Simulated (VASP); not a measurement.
# Ir8O13 (P1) in VASP: single point with PBE

Aim: the single point of Ir8O13 with PBE.

Program: VASP 6.6.1. These are calculated values, not measurements. Logs are shortened: lines on timing, memory, paths and dates and some standing lists are left out, and cuts for length are marked.

### 1 The cell of the first run

The typed cell holds 21 atoms: a = 6.097 Å, b = 6.368 Å, c = 6.276 Å, α = 90.16°, β = 90.94°, γ = 89.00°.

### 2 Single point, PBE (atoms taken out)

Contents of INCAR:

```
PREC     = Accurate       # precision mode
ENCUT    = 600            # plane-wave cutoff, eV
EDIFF    = 1E-6           # SCF threshold, eV
ISMEAR   = 0              # smearing method
SIGMA    = 0.1            # smearing width, eV
LREAL    = False          # projectors in reciprocal space
LASPH    = True           # aspherical terms in the spheres
NELM     = 120            # most SCF steps
ALGO     = Normal         # electronic algorithm
ISIF     = 2              # what is computed and relaxed
LWAVE    = False          # write WAVECAR
LCHARG   = False          # write CHGCAR
GGA      = PE             # functional
NBANDS   = 91             # bands
GGA_COMPAT= False
```

Contents of KPOINTS:

```
regular mesh
0
Gamma
  5 5 5
```

Contents of POSCAR:

```
Ir8O13
1.0
    0.0737980000      0.0026600000      6.0966730000
    4.5089020000      4.4967890000      0.0544470000
   -4.4436900000      4.4315760000     -0.0506590000
Ir O
8 13
Direct
    0.0186313614      0.9955718265      0.0199790232
    0.4684495717      0.0431967972      0.0239617980
    0.0117196830      0.4980014073      0.5039692003
    0.4775425256      0.4953946029      0.4735475059
    0.2940782459      0.4671452592      0.0516616710
    0.7507776335      0.5046221670      0.9994146904
    0.2431045267      0.0002012085      0.4207645454
    0.7437015475      0.9990262439      0.5073404783
    0.0174021658      0.3035431278      0.0240831123
    0.0044362237      0.8056786934      0.4860648827
    0.4893865180      0.8039307119      0.4697867255
    0.7497067241      0.4973359830      0.3040017543
    0.2452118976      0.0070861692      0.8154925648
    0.7398084521      0.0104026729      0.8219121355
    0.0270562832      0.6856173047      0.0281349894
    0.5004725699      0.6875171541      0.0056543384
    0.9987267093      0.1934581933      0.4909133552
    0.4840682242      0.1903319942      0.4844377869
    0.2580757164      0.4967396684      0.6932890569
    0.7429993911      0.4954820859      0.6908535367
    0.7432921893      0.0133716461      0.2001423261
```

Potentials or basis: VASP PAW PBE potentials, release 64 (Ir, O).

Launch:

```console
$ cat potpaw_PBE.64/Ir/POTCAR potpaw_PBE.64/O/POTCAR > POTCAR
$ mpirun -np 1 vasp_std > vasp.out
```

OUTCAR:

```text
PREC = Accurate
   ENCUT = 600
   EDIFF = 1E-6
   ISMEAR = 0
   LREAL = False
   LASPH = True
   NELM = 120
   ISIF = 2
   GGA = PE

 ion  position               nearest neighbor table
   1  0.019  0.996  0.020-  13 1.90   9 1.96  15 1.97  21 2.04  14 2.09   2 2.76   7 2.84   2 3.36

   2  0.468  0.043  0.024-  13 1.89  21 2.00  14 2.11  16 2.27   1 2.76   7 2.88   5 2.89   1 3.36

   3  0.012  0.498  0.504-  19 1.90  17 1.94  10 1.96  12 2.02  20 2.03   4 2.85   4 3.26   5 3.35

   4  0.478  0.495  0.474-  19 1.94  18 1.94  11 1.97  12 1.99  20 2.10   3 2.85   5 2.86   3 3.26

   5  0.294  0.467  0.052-  16 1.93   9 2.00  15 2.13  19 2.26   6 2.82   4 2.86   2 2.89   6 3.33
                             3 3.35
   6  0.751  0.505  0.999-  16 1.90  12 1.91  20 1.94   9 2.06  15 2.06   5 2.82   5 3.33
   7  0.243  0.000  0.421-  18 1.96  11 1.96  17 1.97  10 1.98  13 2.48   1 2.84   2 2.88   8 3.09
                             8 3.10
   8  0.744  0.999  0.507-  21 1.93  14 1.98  18 1.98  10 2.00  17 2.01  11 2.01   7 3.09   7 3.10

   9  0.017  0.304  0.024-   1 1.96   5 2.00   6 2.06
  10  0.004  0.806  0.486-   3 1.96   7 1.98   8 2.00
  11  0.489  0.804  0.470-   7 1.96   4 1.97   8 2.01
  12  0.750  0.497  0.304-   6 1.91   4 1.99   3 2.02
  13  0.245  0.007  0.815-   2 1.89   1 1.90   7 2.48
  14  0.740  0.010  0.822-   8 1.98   1 2.09   2 2.11
  15  0.027  0.686  0.028-   1 1.97   6 2.06   5 2.13
  16  0.500  0.688  0.006-   6 1.90   5 1.93   2 2.27
  17  0.999  0.193  0.491-   3 1.94   7 1.97   8 2.01
  18  0.484  0.190  0.484-   4 1.94   7 1.96   8 1.98
  19  0.258  0.497  0.693-   3 1.90   4 1.94   5 2.26
  20  0.743  0.495  0.691-   6 1.94   3 2.03   4 2.10
  21  0.743  0.013  0.200-   8 1.93   2 2.00   1 2.04

  LATTYP: Found a triclinic cell.
 ALAT       =     8.6782884421
 B/A-ratio  =     0.7025717402
 C/A-ratio  =     1.0288438799
 COS(alpha) =     0.0009488855
 COS(beta)  =     0.5075615947
 COS(gamma) =     0.6907598243

  Lattice vectors:

 A1 = (  -4.3698920000,   4.4342360000,   6.0460140000)
 A2 = (   0.0737980000,   0.0026600000,   6.0966730000)
 A3 = (   0.0652120000,   8.9283650000,   0.0037880000)

Analysis of symmetry for initial positions (statically):
=====================================================================
 Subroutine PRICEL returns:
 Original cell was already a primitive cell.

 Routine SETGRP: Setting up the symmetry group for a
 triclinic supercell.

 Subroutine GETGRP returns: Found  1 space group operations
 (whereof  1 operations were pure point group operations)
 out of a pool of  2 trial point group operations.

[... 159 lines left out ...]
   ISYM   =      2    0-nonsym 1-usesym 2-fastsym
   POTIM  = 0.5000    time-step for ionic-motion
   TEBEG  =    0.0;   TEEND  =   0.0 temperature during run
   PSTRESS=    0.0 pullay stress
   NELECT =     150.0000    total number of electrons
   NUPDOWN=      -1.0000    fix difference up-down
   EMIN   =  10.00;   EMAX   =-10.00  energy-range for DOS
   EFERMI =   0.00;   METHOD = LEGACY
   ISMEAR =     0;   SIGMA  =   0.10  broadening in eV -4-tet -1-fermi 0-gaus
   EFERMI_NEDOS =   21; number of points for ismear=-14 and -15
   IALGO  =     38    algorithm
   IMIX   =      4    mixing-type and parameters
     AMIX     =   0.40;   BMIX     =  1.00
     AMIX_MAG =   1.60;   BMIX_MAG =  1.00
  volume/ion in A,a.u.               =      11.60        78.28
  Fermi-wavevector in a.u.,A,eV,Ry     =   1.392747  2.631911 26.391834  1.939745
  Thomas-Fermi vector in A             =   2.516460
   LORBIT       =      0    0 simple, 1 ext, 2 COOP (PROOUT), +10 PAW based schemes
   GGA     = PE    functional components
   LHFCALC =     F    Hartree Fock is set to
   AEXX    =    0.0000 exact exchange contribution
   IVDW    =     0    specifies the selected vdW correction
   LEPSILON=     F    determine dielectric tensor
   LRPA    =     F    only Hartree local field effects (RPA)
 non-spin polarized calculation
 Gauss-broadening in eV      SIGMA  =   0.10
  energy-cutoff  :      600.00
  volume of cell :      243.61
 maximum number of plane-waves:      8151
 NGX is ok and might be reduce to    50
   NGX = 25   NGY = 25   NGZ = 25

 number of electron     150.0000000 magnetization

 Free energy of the ion-electron system (eV)
  ---------------------------------------------------
  ext. energy  EPLUGINS =         0.00000000
  ---------------------------------------------------
  free energy    TOTEN  =      -145.03318648 eV

  energy without entropy =     -144.98893002  energy(sigma->0) =     -145.01105825

 E-fermi :   5.7683     XC(G=0): -11.8698

 val. band max:        5.7680330832   @ k =   0.4000   0.2000   0.2000
 cond. band min:       5.7715170031   @ k =   0.4000   0.4000  -0.0000
 fundamental gap:      0.0034839199
 Fermi energy:         5.7682688193

 k-point     1 :       0.0000    0.0000    0.0000
  band No.  band energies     occupation
      1     -15.2886      2.00000
      2     -14.5679      2.00000
      3     -14.4651      2.00000
      4     -14.1545      2.00000
      5     -14.0424      2.00000
      6     -13.9458      2.00000
[... 2149 lines left out ...]
     86       8.3374      0.00000
     87       8.9295      0.00000

 [... further k-points ...]

 [bands above 87 left out]

------------------------ aborting loop because EDIFF is reached ----------------------------------------

  FORCE on cell =-STRESS in cart. coord.  units (eV):
  Direction    XX          YY          ZZ          XY          YZ          ZX
  --------------------------------------------------------------------------------------
  -------------------------------------------------------------------------------------
  Total        2.7108410      2.6795530      5.0477431      0.5480500      0.1467459      0.2866053
  in kB       17.8285436     17.6227705     33.1977820      3.6043922      0.9651121      1.8849334
  external PRESSURE =      22.8830320 kB  Pullay stress =       0.0000000 kB

 VOLUME and BASIS-vectors are now :
 -----------------------------------------------------------------------------
  energy-cutoff  :      600.00
  volume of cell :      243.61
      direct lattice vectors                 reciprocal lattice vectors
     0.073798000  0.002660000  6.096673000    -0.001925557 -0.000055536  0.164047219
     4.508902000  4.496789000  0.054447000     0.110905865  0.111193133 -0.001390989
    -4.443690000  4.431576000 -0.050659000    -0.112536748  0.112823991  0.001312991

 POSITION                                       TOTAL-FORCE (eV/Angst)
 -----------------------------------------------------------------------------------
      4.40153      4.56546      0.16678        -0.049775      0.059809     -0.478145
      0.12286      0.30168      2.85712        -0.104625     -0.010667      0.517844
      0.00682      4.47282      0.07304         0.088736     -0.001560     -0.030009
      0.16463      4.32752      2.91440         0.014678      0.055533     -0.110652
      1.89845      2.33038      1.81572         0.001023     -0.145026     -0.075333
     -2.11039      6.70016      4.55409        -0.065434     -0.135019      0.241561
[... 13 lines left out ...]
     -0.78103      5.29162      4.52180         0.029883     -0.002039      0.005184
     -0.77423      0.94905      4.52220        -0.028135      0.158029     -0.008621
 -----------------------------------------------------------------------------------
    total drift:                                0.000953     -0.000057     -0.000143

  FREE ENERGIE OF THE ION-ELECTRON SYSTEM (eV)
  ---------------------------------------------------
  free  energy   TOTEN  =      -145.0331864816 eV

  energy  without entropy=     -144.9889300224  energy(sigma->0) =     -145.01105825
```

Run time: 33 min. Hardware: 1 thread of Intel Xeon 6975P-C (Granite Rapids), shared host; peak memory 1.1 GiB.

What came out:

- Free energy: -145.0332 eV
- Pressure: 2.3 GPa
- Largest force: 0.528 eV/Å
- Band gap on the k mesh: zero (bands 75 and 76 overlap by 0.15 eV)

Forces on the atoms (eV/Å):
```
Ir  -0.050  0.060 -0.478
Ir  -0.105 -0.011  0.518
Ir   0.089 -0.002 -0.030
Ir   0.015  0.056 -0.111
Ir   0.001 -0.145 -0.075
Ir  -0.065 -0.135  0.242
Ir  -0.056  0.004 -0.031
Ir  -0.102  0.013 -0.036
O   -0.144 -0.064 -0.082
O   -0.039 -0.035 -0.029
O    0.060  0.012  0.063
O    0.107 -0.103  0.067
O    0.303 -0.286 -0.018
O   -0.026 -0.059 -0.017
O    0.076 -0.041 -0.050
O    0.284  0.412 -0.034
O   -0.041 -0.072  0.000
O    0.015  0.018  0.048
O   -0.324  0.220  0.056
O    0.030 -0.002  0.005
O   -0.028  0.158 -0.009
```

Levels at points of the mesh, in eV from the Fermi level:
```
           k point  band 71  band 72  band 73  band 74  band 75  band 76  band 77  band 78  band 79  band 80
(0.00, 0.00, 0.00)    -0.98    -0.68    -0.44    -0.37    -0.28    -0.09     0.27     0.31     0.54     0.77
```

Caveat: the cell differs from its parent crystal (atoms taken out); spin-orbit coupling is left out, which moves the levels of the heavy elements.
